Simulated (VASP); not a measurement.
The system is PbS.

```
Pb S
1.0
     4.08970    0.00000    0.00000
    -2.04485    3.54178    0.00000
     0.00000    0.00000    3.78817
Pb S
1 1
Direct
  0.00000 0.00000 0.00000
  0.66667 0.33333 0.50000
```

| Property | Result |
| --- | --- |
| Program | VASP 6.6.1 |
| Task | relaxation of cell and atoms |
| Functional | BLYP |
| Dispersion | D3(BJ) |
| Potentials or basis | VASP PAW PBE potentials, release 64 (Pb_d, S) |
| Cutoff | 600 eV |
| k mesh | 8 × 8 × 7 |
| Occupations | fermi-dirac, width 0.05 eV |
| Spin | no spin polarisation |

At the start: pressure -1.0 GPa; volume 27.44 Å³/atom.

**Question.** How do energy, volume and symmetry change on relaxing?

**Answer.** Over 5 steps the energy falls by 2.8 meV/atom and the volume is 26.79 Å³/atom (-2.4 %); space group P-6m2 (No. 187, to 0.05 Å).

The path:
```tsv
step	energy change (eV)	largest force (eV/Å)	pressure (GPa)	volume (Å³)
1	0.0000	0.0000	-1.01	54.87
2	-0.0046	0.0000	0.20	53.51
3	-0.0046	0.0000	0.13	53.58
4	-0.0055	0.0000	0.03	53.58
5	-0.0055	0.0000	-0.01	53.58
```

Final structure:
```yaml
crystal:
  lattice:
    - [4.03511, 0.00000, 0.00000]
    - [-2.01756, 3.49451, 0.00000]
    - [0.00000, 0.00000, 3.79959]
  atoms:
    - { symbol: Pb, position: [0.00000, 0.00000, 0.00000] }
    - { symbol: S, position: [0.66667, 0.33333, 0.50000] }
```

Caveat: the PAW data sets were made with another functional, which shifts forces and pressure a little.
